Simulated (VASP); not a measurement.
## TaOF: single point with PBE

TaOF:

```xyz
6
Lattice="3.1961 0.0000 0.0000 0.0000 3.1961 0.0000 0.0000 0.0000 5.8727" Properties=species:S:1:pos:R:3 pbc="T T T"
Ta    0.0000    1.5981    1.8119
Ta    1.5981    0.0000    4.0608
O     0.0000    1.5981    3.9409
O     1.5981    0.0000    1.9318
F     0.0000    0.0000    0.0000
F     1.5981    1.5981    0.0000
```

The cell was generated, and may not be a known phase.

- Program: VASP 6.6.1
- Task: single point
- Functional: PBE
- Potentials or basis: VASP PAW PBE potentials, release 64 (Ta_pv, O, F)
- Cutoff: 520 eV
- k mesh: 6 × 6 × 4
- Occupations: gaussian, width 0.1 eV
- Spin: collinear spin
- Starting moments: [1.0, 1.0, 0.0, 0.0, 0.0, 0.0] μB

The pressure is 0.3 GPa, the largest force is 0.054 eV/Å and the band gap on the k mesh is zero (filled and empty bands overlap). The net moment is 0.00 μB per cell. The valence electrons inside the program's atomic spheres are Ta 8.57; O 5.03; F 6.12.

Forces in eV/Å, atoms in the order of the input:
```
Ta   0.000  0.000 -0.054
Ta   0.000  0.000  0.054
O    0.000  0.000  0.014
O    0.000  0.000 -0.014
F    0.000  0.000  0.000
F    0.000  0.000  0.000
```

Stress tensor (GPa, compression positive):
```
0.24 0.00 0.00
0.00 0.24 0.00
0.00 0.00 0.33
```

Levels at points of the mesh, in eV from the Fermi level:
Spin up:
```csv
k point,band 22,band 23,band 24,band 25,band 26,band 27
"(0.00, 0.00, 0.00)",-4.08,-4.08,-1.16,-1.01,0.18,0.53
"(0.50, 0.00, 0.00)",-5.58,0.46,0.46,0.84,0.84,1.25
"(0.50, 0.50, 0.00)",-3.57,-1.82,-1.82,1.64,1.64,2.52
"(0.00, 0.00, 0.50)",-4.02,-2.82,-2.58,-0.67,-0.29,-0.29
"(0.50, 0.00, 0.50)",-5.10,0.50,0.50,1.01,1.01,1.28
"(0.50, 0.50, 0.50)",-3.57,-0.31,-0.31,1.26,1.26,1.60
```
Spin down:
```csv
k point,band 20,band 21,band 22,band 23,band 24,band 25,band 26,band 27,band 28,band 29
"(0.00, 0.00, 0.00)",-4.62,-4.31,-4.08,-4.08,-1.16,-1.01,0.18,0.53,0.53,0.97
"(0.50, 0.00, 0.00)",-6.01,-5.58,-5.58,0.46,0.46,0.84,0.84,1.25,1.25,3.23
"(0.50, 0.50, 0.00)",-5.51,-3.57,-3.57,-1.82,-1.82,1.64,1.64,2.52,2.52,2.70
"(0.00, 0.00, 0.50)",-5.67,-4.02,-4.02,-2.82,-2.58,-0.67,-0.29,-0.29,0.21,0.79
"(0.50, 0.00, 0.50)",-5.81,-5.10,-5.10,0.50,0.50,1.01,1.01,1.28,1.28,3.29
"(0.50, 0.50, 0.50)",-5.72,-3.57,-3.57,-0.31,-0.31,1.26,1.26,1.60,1.60,2.59
```

It took 2.6 min on 1 thread of Intel(R) Xeon(R) Platinum 8488C (Sapphire Rapids) (shared host), peak memory 0.25 GiB.

Caveat: spin-orbit coupling is left out, which moves the levels of the heavy elements.
